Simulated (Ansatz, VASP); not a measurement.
# One calculation of Si2C3, two programs

```
CELL_PARAMETERS angstrom
2.58657 1.49336 4.09536
-2.58657 1.49336 4.09536
0.00000 -2.98671 4.09536
ATOMIC_POSITIONS crystal
Si 0.85279 0.85279 0.85279
Si 0.64721 0.64721 0.64721
Si 0.14721 0.14721 0.14721
Si 0.35279 0.35279 0.35279
C 0.08556 0.41444 0.75000
C 0.75000 0.08556 0.41444
C 0.41444 0.75000 0.08556
C 0.91444 0.58556 0.25000
C 0.25000 0.91444 0.58556
C 0.58556 0.25000 0.91444
```

Alike in both runs: functional PBE; k mesh 12 × 12 × 12; occupations gaussian, width 0.1 eV; no spin polarisation.

Ansatz relaxed the structure, and its values are those at the end. VASP's run is a single point on that final structure, the one shown.

|  | VASP | Ansatz |
| --- | --- | --- |
| version | VASP 6.6.1 | Ansatz 0.2.0 |
| potentials or method | VASP PAW PBE potentials, release 64 (Si, C), cutoff 520 eV | scalar-relativistic, plane waves, PAW |
| valence electrons in the cell | 40 | 40 |

|  | VASP | Ansatz | Ansatz less VASP |
| --- | --- | --- | --- |
| gap on the k mesh at the Fermi level (eV) | none | none | - |
| pressure (GPa) | 0.0 | 0.0 | +0.04 |

A gap of «none» marks a metal or a gap that the smearing closes. With one functional, cell and mesh, what is left measures potentials, basis and numerics.
